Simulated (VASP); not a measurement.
Write the native input for VASP 6.6.1 that does the following.

- Task: single point
- Functional: PBE
- Potentials or basis: VASP PAW PBE potentials, release 64 (Si)
- Cutoff: 500 eV
- k mesh: 7 × 7 × 7
- Occupations: gaussian, width 0.02 eV
- Spin: no spin polarisation
- Dipole correction: no
- Further INCAR settings: ALGO = Normal; EDIFF = 1e-06; NBANDS = 11

The structure of Si lies in POSCAR:

```
Si
1.0
    0.0000000000      2.7350695809      2.7350695809
    2.7350695809      0.0000000000      2.7350695809
    2.7350695809      2.7350695809      0.0000000000
Si
2
Direct
    0.7500000000      0.7500000000      0.7500000000
    0.5000000000      0.5000000000      0.5000000000
```

These files were run (other wordings do the same):

INCAR

```
PREC = Accurate
ENCUT = 500
EDIFF = 1E-6
ISMEAR = 0
SIGMA = 0.02
LREAL = F
LASPH = T
NELM = 120
ALGO = Normal
ISIF = 2
LWAVE = F
LCHARG = F
GGA = PE
NBANDS = 11
GGA_COMPAT = F
```

KPOINTS

```
Automatic mesh
0
Gamma
  7 7 7
```

Potentials or basis: VASP PAW PBE potentials, release 64 (Si).

Run with:

```console
$ cat potpaw_PBE.64/Si/POTCAR > POTCAR
$ mpirun -np 1 vasp_std > vasp.out
```

Results of the run:

- Pressure: -0.1 GPa
- Band gap on the k mesh: 0.61 eV, indirect (least direct gap 2.56 eV)

Wall time 4.6 s on 1 thread of Intel(R) Xeon(R) 6975P-C (Granite Rapids), on a shared host, peak memory 0.14 GiB.
